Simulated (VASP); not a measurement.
# ZrN (Fm-3m) in VASP: further runs

ZrN is run at these levels: PBE, PBE+U, LDA; tasks: single point.

All numbers are computed with VASP 6.6.1; they aren't measurements. Logs are shortened: lines on timing, memory, paths and dates and some standing lists are left out, and cuts for length are marked.

### Step 1. The cell of the first run

Symmetry: Fm-3m, No. 225, cubic system. Conventional cell: a = 4.589 Å, b = 4.589 Å, c = 4.589 Å, α = 90.00°, β = 90.00°, γ = 90.00°. Within 3.0 Å of Zr (site symmetry m-3m) lie 6 N at 2.29 Å. Within 3.0 Å of N (site symmetry m-3m) lie 6 Zr at 2.29 Å.

### Step 2. Single point, PBE

INCAR reads:

```
PREC = Accurate
ENCUT = 600
EDIFF = 1E-6
ISMEAR = 0
SIGMA = 0.1
LREAL = False
LASPH = True
NELM = 120
ALGO = Normal
ISIF = 2
LWAVE = False
LCHARG = False
GGA = PE
ISYM = 0
NBANDS = 16
GGA_COMPAT = False
```

KPOINTS reads:

```
Automatic mesh
0
Gamma
  2 2 2
  0.25 0.25 0.25
```

POSCAR reads:

```
ZrN
1.0
    0.0000000000      2.2942655869      2.2942655869
    2.2942655869      0.0000000000      2.2942655869
    2.2942655869      2.2942655869      0.0000000000
Zr N
1 1
Direct
    0.5000000000      0.5000000000      0.5000000000
    0.0000000000      0.0000000000      0.0000000000
```

Potentials or basis: VASP PAW PBE potentials, release 64 (Zr_sv, N).

The run is started by

```sh
$ cat potpaw_PBE.64/Zr_sv/POTCAR potpaw_PBE.64/N/POTCAR > POTCAR
$ mpirun -np 1 vasp_std > vasp.out
```

OUTCAR:

```text
PREC = Accurate
   ENCUT = 600
   EDIFF = 1E-6
   ISMEAR = 0
   LREAL = False
   LASPH = True
   NELM = 120
   ISIF = 2
   GGA = PE
   ISYM = 0

 ion  position               nearest neighbor table
   1  0.500  0.500  0.500-   2 2.29   2 2.29   2 2.29   2 2.29   2 2.29   2 2.29
   2  0.000  0.000  0.000-   1 2.29   1 2.29   1 2.29   1 2.29   1 2.29   1 2.29

IMPORTANT INFORMATION: All symmetrisations will be switched off!
NOSYMM: (Re-)initialisation of all symmetry stuff for point group C_1.

----------------------------------------------------------------------------------------

                                     Primitive cell

  volume of cell :      24.1524

  direct lattice vectors                    reciprocal lattice vectors
     0.000000000  2.294265587  2.294265587    -0.217934664  0.217934664  0.217934664
     2.294265587  0.000000000  2.294265587     0.217934664 -0.217934664  0.217934664
     2.294265587  2.294265587  0.000000000     0.217934664  0.217934664 -0.217934664

  length of vectors
     3.244581509  3.244581509  3.244581509     0.377473911  0.377473911  0.377473911

  position of ions in fractional coordinates (direct lattice)
     0.500000000  0.500000000  0.500000000
     0.000000000  0.000000000  0.000000000

  ion indices of the primitive-cell ions
   primitive index   ion index
                 1           1
                 2           2

----------------------------------------------------------------------------------------

 KPOINTS: Automatic mesh

Automatic generation of k-mesh.
 Grid dimensions read from file:
 generate k-points for:    2    2    2

 Generating k-lattice:

  Cartesian coordinates                     Fractional coordinates (reciprocal lattice)
    -0.108967332  0.108967332  0.108967332     0.500000000  0.000000000  0.000000000
     0.108967332 -0.108967332  0.108967332     0.000000000  0.500000000  0.000000000
     0.108967332  0.108967332 -0.108967332     0.000000000  0.000000000  0.500000000

  Length of vectors
     0.188736955  0.188736955  0.188736955

  Shift w.r.t. Gamma in fractional coordinates (k-lattice)
     0.250000000  0.250000000  0.250000000

 Subroutine IBZKPT returns following result:
 ===========================================

 Found     32 irreducible k-points:

 Following reciprocal coordinates:
            Coordinates               Weight
  0.125000  0.125000  0.125000      2.000000
  0.125000  0.000000  0.000000      2.000000
  0.000000  0.000000 -0.125000      2.000000
  0.000000  0.125000  0.000000      2.000000
 -0.375000  0.125000  0.125000      2.000000
  0.125000 -0.375000  0.125000      2.000000
[... 16 lines left out ...]
  0.500000  0.500000 -0.125000      2.000000
  0.000000  0.500000  0.375000      2.000000
 [... further k-points ...]
   k-points           NKPTS =     32   k-points in BZ     NKDIM =     32   number of bands    NBANDS=     16
   number of dos      NEDOS =    301   number of ions     NIONS =      2
   total plane-waves  NPLWV =  21952
   dimension x,y,z NGX =    28 NGY =   28 NGZ =   28
   dimension x,y,z NGXF=    56 NGYF=   56 NGZF=   56
   ions per type =               1   1
   NGX,Y,Z   is equivalent  to a cutoff of  14.35, 14.35, 14.35 a.u.
   NGXF,Y,Z  is equivalent  to a cutoff of  28.69, 28.69, 28.69 a.u.
 SYSTEM =  unknown system
   PREC   = accura    normal or accurate (medium, high low for compatibility)
   ISTART =      0    job   : 0-new  1-cont  2-samecut
   ICHARG =      2    charge: 1-file 2-atom 10-const
   ISPIN  =      1    spin polarized calculation?
   LNONCOLLINEAR =      F non collinear calculations
   LSORBIT =      F    spin-orbit coupling
   LASPH  =      T    aspherical Exc in radial PAW
   ENCUT  =  600.0 eV  44.10 Ry    6.64 a.u.   6.48  6.48  6.48*2*pi/ulx,y,z
   NELM   =    120;   NELMIN=  2; NELMDL= -5     # of ELM steps
   EDIFF  = 0.1E-05   stopping-criterion for ELM
   LREAL  =      F    real-space projection
   EDIFFG = 0.1E-04   stopping-criterion for IOM
   NSW    =      0    number of steps for IOM
   IBRION =     -1    ionic relax: 0-MD 1-quasi-New 2-CG
   NFREE  =      0    steps in history (QN), initial steepest desc. (CG)
   ISIF   =      2    stress and relaxation
   ISYM   =      0    0-nonsym 1-usesym 2-fastsym
   POTIM  = 0.5000    time-step for ionic-motion
   TEBEG  =    0.0;   TEEND  =   0.0 temperature during run
   PSTRESS=    0.0 pullay stress
   NELECT =      17.0000    total number of electrons
   NUPDOWN=      -1.0000    fix difference up-down
   EMIN   =  10.00;   EMAX   =-10.00  energy-range for DOS
   EFERMI =   0.00;   METHOD = LEGACY
   ISMEAR =     0;   SIGMA  =   0.10  broadening in eV -4-tet -1-fermi 0-gaus
   EFERMI_NEDOS =   21; number of points for ismear=-14 and -15
   IALGO  =     38    algorithm
   IMIX   =      4    mixing-type and parameters
     AMIX     =   0.40;   BMIX     =  1.00
     AMIX_MAG =   1.60;   BMIX_MAG =  1.00
  volume/ion in A,a.u.               =      12.08        81.49
  Fermi-wavevector in a.u.,A,eV,Ry     =   1.456255  2.751923 28.853587  2.120679
  Thomas-Fermi vector in A             =   2.573195
   LORBIT       =      0    0 simple, 1 ext, 2 COOP (PROOUT), +10 PAW based schemes
   GGA     = PE    functional components
   LHFCALC =     F    Hartree Fock is set to
   AEXX    =    0.0000 exact exchange contribution
   IVDW    =     0    specifies the selected vdW correction
   LEPSILON=     F    determine dielectric tensor
   LRPA    =     F    only Hartree local field effects (RPA)
 non-spin polarized calculation
 Gauss-broadening in eV      SIGMA  =   0.10
  energy-cutoff  :      600.00
  volume of cell :       24.15
 maximum number of plane-waves:       815
 NGX is ok and might be reduce to    28
   NGX = 13   NGY = 13   NGZ = 13

 number of electron      17.0000000 magnetization

 Free energy of the ion-electron system (eV)
  ---------------------------------------------------
  ext. energy  EPLUGINS =         0.00000000
  ---------------------------------------------------
  free energy    TOTEN  =       -20.59439537 eV

  energy without entropy =      -20.57597547  energy(sigma->0) =      -20.58518542

 E-fermi :  11.8884     XC(G=0): -12.4798

 val. band max:        9.8243636341   @ k =   0.1250  -0.3750  -0.3750
 cond. band min:      11.8904294223   @ k =   0.0000   0.1250   0.0000
 fundamental gap:      2.0660657882
 Fermi energy:        11.8883898602

 k-point     1 :       0.1250    0.1250    0.1250
  band No.  band energies     occupation
      1     -37.7497      2.00000
      2     -15.5657      2.00000
      3     -15.3972      2.00000
      4     -15.3972      2.00000
      5      -3.8566      2.00000
      6       8.2930      2.00000
[... 8 lines left out ...]
     15      22.1080      0.00000
     16      31.7022      0.00000

 k-point     2 :       0.1250    0.0000    0.0000
  band No.  band energies     occupation
      1     -37.7497      2.00000
      2     -15.5657      2.00000
      3     -15.3972      2.00000
      4     -15.3972      2.00000
      5      -3.8566      2.00000
      6       8.2930      2.00000
[... 8 lines left out ...]
     15      22.1080      0.00000
     16      31.7022      0.00000

 k-point     3 :       0.0000    0.0000   -0.1250
  band No.  band energies     occupation
      1     -37.7497      2.00000
      2     -15.5657      2.00000
      3     -15.3972      2.00000
      4     -15.3972      2.00000
      5      -3.8566      2.00000
      6       8.2930      2.00000
[... 8 lines left out ...]
     15      22.1080      0.00000
     16      31.7022      0.00000

 k-point     4 :       0.0000    0.1250    0.0000
  band No.  band energies     occupation
      1     -37.7497      2.00000
      2     -15.5657      2.00000
      3     -15.3972      2.00000
      4     -15.3972      2.00000
      5      -3.8566      2.00000
      6       8.2930      2.00000
[... 8 lines left out ...]
     15      22.1080      0.00000
     16      31.7022      0.00000

 k-point     5 :      -0.3750    0.1250    0.1250
  band No.  band energies     occupation
      1     -37.6247      2.00000
      2     -16.4348      2.00000
      3     -15.5725      2.00000
      4     -15.5153      2.00000
      5      -2.2236      2.00000
      6       4.8211      2.00000
[... 8 lines left out ...]
     15      24.0164      0.00000
     16      24.7638      0.00000

 k-point     6 :       0.1250   -0.3750    0.1250
  band No.  band energies     occupation
      1     -37.6247      2.00000
      2     -16.4348      2.00000
      3     -15.5725      2.00000
      4     -15.5153      2.00000
      5      -2.2236      2.00000
      6       4.8211      2.00000
[... 8 lines left out ...]
     15      24.0164      0.00000
     16      24.7638      0.00000

 k-point     7 :       0.1250    0.1250   -0.3750
  band No.  band energies     occupation
      1     -37.6247      2.00000
      2     -16.4348      2.00000
      3     -15.5725      2.00000
      4     -15.5153      2.00000
      5      -2.2236      2.00000
      6       4.8211      2.00000
[... 8 lines left out ...]
     15      24.0164      0.00000
     16      24.7638      0.00000

 k-point     8 :       0.1250    0.0000    0.5000
  band No.  band energies     occupation
      1     -37.6247      2.00000
      2     -16.4348      2.00000
      3     -15.5725      2.00000
      4     -15.5153      2.00000
      5      -2.2236      2.00000
      6       4.8211      2.00000
[... 8 lines left out ...]
     15      24.0164      0.00000
     16      24.7638      0.00000

 k-point     9 :      -0.3750    0.5000    0.5000
  band No.  band energies     occupation
      1     -37.6247      2.00000
      2     -16.4348      2.00000
      3     -15.5725      2.00000
      4     -15.5153      2.00000
      5      -2.2236      2.00000
      6       4.8211      2.00000
[... 8 lines left out ...]
     15      24.0164      0.00000
     16      24.7638      0.00000
[... 172 lines left out ...]
 k-point    19 :      -0.3750    0.1250   -0.3750
  band No.  band energies     occupation
      1     -37.5935      2.00000
      2     -16.2377      2.00000
      3     -15.7916      2.00000
      4     -15.6966      2.00000
      5      -3.3889      2.00000
      6       7.1356      2.00000
[... 8 lines left out ...]
     15      22.6026      0.00000
     16      26.8426      0.00000

 k-point    20 :      -0.3750    0.5000    0.0000
  band No.  band energies     occupation
      1     -37.5935      2.00000
      2     -16.2377      2.00000
      3     -15.7916      2.00000
      4     -15.6966      2.00000
      5      -3.3889      2.00000
      6       7.1356      2.00000
[... 8 lines left out ...]
     15      22.6026      0.00000
     16      26.8426      0.00000

 k-point    21 :      -0.3750    0.0000    0.5000
  band No.  band energies     occupation
      1     -37.5935      2.00000
      2     -16.2377      2.00000
      3     -15.7916      2.00000
      4     -15.6966      2.00000
      5      -3.3889      2.00000
      6       7.1356      2.00000
[... 8 lines left out ...]
     15      22.6026      0.00000
     16      26.8426      0.00000

 k-point    22 :       0.1250    0.5000    0.5000
  band No.  band energies     occupation
      1     -37.5935      2.00000
      2     -16.2377      2.00000
      3     -15.7916      2.00000
      4     -15.6966      2.00000
      5      -3.3889      2.00000
      6       7.1356      2.00000
[... 8 lines left out ...]
     15      22.6026      0.00000
     16      26.8426      0.00000

 k-point    23 :       0.5000    0.5000   -0.1250
  band No.  band energies     occupation
      1     -37.5935      2.00000
      2     -16.2377      2.00000
      3     -15.7916      2.00000
      4     -15.6966      2.00000
      5      -3.3889      2.00000
      6       7.1356      2.00000
[... 8 lines left out ...]
     15      22.6026      0.00000
     16      26.8426      0.00000

 k-point    24 :       0.0000    0.5000    0.3750
  band No.  band energies     occupation
      1     -37.5935      2.00000
      2     -16.2377      2.00000
      3     -15.7916      2.00000
      4     -15.6966      2.00000
      5      -3.3889      2.00000
      6       7.1356      2.00000
[... 8 lines left out ...]
     15      22.6026      0.00000
     16      26.8426      0.00000

 [... further k-points ...]

------------------------ aborting loop because EDIFF is reached ----------------------------------------

  FORCE on cell =-STRESS in cart. coord.  units (eV):
  Direction    XX          YY          ZZ          XY          YZ          ZX
  --------------------------------------------------------------------------------------
  -------------------------------------------------------------------------------------
  Total       -0.0827263     -0.0826974     -0.0827015      0.0000056      0.0000102     -0.0000032
  in kB       -5.4877363     -5.4858166     -5.4860914      0.0003700      0.0006742     -0.0002151
  external PRESSURE =      -5.4865481 kB  Pullay stress =       0.0000000 kB

 VOLUME and BASIS-vectors are now :
 -----------------------------------------------------------------------------
  energy-cutoff  :      600.00
  volume of cell :       24.15
      direct lattice vectors                 reciprocal lattice vectors
     0.000000000  2.294265587  2.294265587    -0.217934664  0.217934664  0.217934664
     2.294265587  0.000000000  2.294265587     0.217934664 -0.217934664  0.217934664
     2.294265587  2.294265587  0.000000000     0.217934664  0.217934664 -0.217934664

 POSITION                                       TOTAL-FORCE (eV/Angst)
 -----------------------------------------------------------------------------------
      2.29427      2.29427      2.29427        -0.000001     -0.000001      0.000000
      0.00000      0.00000      0.00000         0.000001      0.000001     -0.000000
 -----------------------------------------------------------------------------------
    total drift:                                0.000001      0.000002     -0.000001

  FREE ENERGIE OF THE ION-ELECTRON SYSTEM (eV)
  ---------------------------------------------------
  free  energy   TOTEN  =       -20.5943953650 eV

  energy  without entropy=      -20.5759754650  energy(sigma->0) =      -20.58518542
```

Run time: 21 s. Hardware: 1 thread of Intel Xeon Platinum 8488C (Sapphire Rapids), shared host; peak memory 0.16 GiB.

What came out:

| Item | Value |
| --- | --- |
| Free energy | -20.5944 eV |
| Pressure | -0.5 GPa |

Caveat: the k points lie up to 1.19 Å⁻¹ apart.

### Step 3. Single point, PBE+U

INCAR reads:

```
  PREC = Accurate
  ENCUT = 600
  EDIFF = 1E-6
  ISMEAR = 0
  SIGMA = 0.1
  LREAL = False
  LASPH = True
  NELM = 200
  ALGO = Normal
  ISIF = 2
  LWAVE = False
  LCHARG = False
  LMAXMIX = 4
  LDAU = True
  LDAUTYPE = 1
  LDAUL = 2 -1
  LDAUU = 5.8 0
  LDAUJ = 0.41 0
  LDAUPRINT = 1
  GGA = PE
  NELECT = 18.0
  ISYM = 0
  NBANDS = 16
  GGA_COMPAT = False
```

KPOINTS is that of step 2.

POSCAR is that of step 2.

Potentials or basis: VASP PAW PBE potentials, release 64 (Zr_sv, N).

The run is started by

```sh
$ cat potpaw_PBE.64/Zr_sv/POTCAR potpaw_PBE.64/N/POTCAR > POTCAR
$ mpirun -np 1 vasp_std > vasp.out
```

Run time: 23 s. Hardware: 1 thread of Intel Xeon Platinum 8488C (Sapphire Rapids), shared host; peak memory 0.16 GiB.

The run converged. Its results:

- Free energy: -3.5457 eV

Levels at points of the mesh, in eV from the Fermi level:
| k point | band 7 | band 8 | band 9 | band 10 | band 11 | band 12 |
| --- | --- | --- | --- | --- | --- | --- |
| (0.12, 0.12, 0.12) | -5.17 | -5.17 | -1.55 | -1.31 | -1.31 | 1.36 |

Eigenvalues of the final occupation matrices:
| site | spin | trace | eigenvalues |
| --- | --- | --- | --- |
| site 1 d | 1 | 1.00 | 0.15 0.15 0.23 0.23 0.23 |
| site 1 d | 2 | 1.00 | 0.15 0.15 0.23 0.23 0.23 |

Caveat: the k points lie up to 1.19 Å⁻¹ apart; the cell carries a net charge on a neutralising background, which shifts energy and pressure; the cell is charged against a uniform background, so pressure and absolute levels hang on convention; U without spin polarisation on a metal has little footing.

### Step 4. Single point, LDA

INCAR reads:

```
SYSTEM = ZrN
PREC = Accurate
ENCUT = 600
EDIFF = 1E-6
ISMEAR = 0
SIGMA = 0.1
LREAL = .False.
LASPH = .True.
NELM = 120
ALGO = Normal
ISIF = 2
LWAVE = .False.
LCHARG = .False.
GGA = CA
NBANDS = 16
GGA_COMPAT = .False.
```

KPOINTS reads:

```
regular mesh
0
Gamma
  5 5 5
  0 0 0
```

POSCAR is that of step 3.

Potentials or basis: VASP PAW LDA potentials, release 64 (Zr_sv, N).

The run is started by

```sh
$ cat potpaw_LDA.64/Zr_sv/POTCAR potpaw_LDA.64/N/POTCAR > POTCAR
$ mpirun -np 1 vasp_std > vasp.out
```

It took 6.8 s on 1 thread of Intel Xeon Platinum 8488C (Sapphire Rapids), shared host; peak memory 0.14 GiB.

The run converged. Its results:

- Free energy: -22.4026 eV
- Pressure: -10.4 GPa

Levels at points of the mesh, in eV from the Fermi level:
```
           k point  band 5  band 6  band 7  band 8  band 9  band 10  band 11  band 12
(0.00, 0.00, 0.00)  -16.10   -2.71   -2.71   -2.71   -0.52    -0.52    -0.52     1.46
```

Caveat: the k points lie up to 0.47 Å⁻¹ apart.
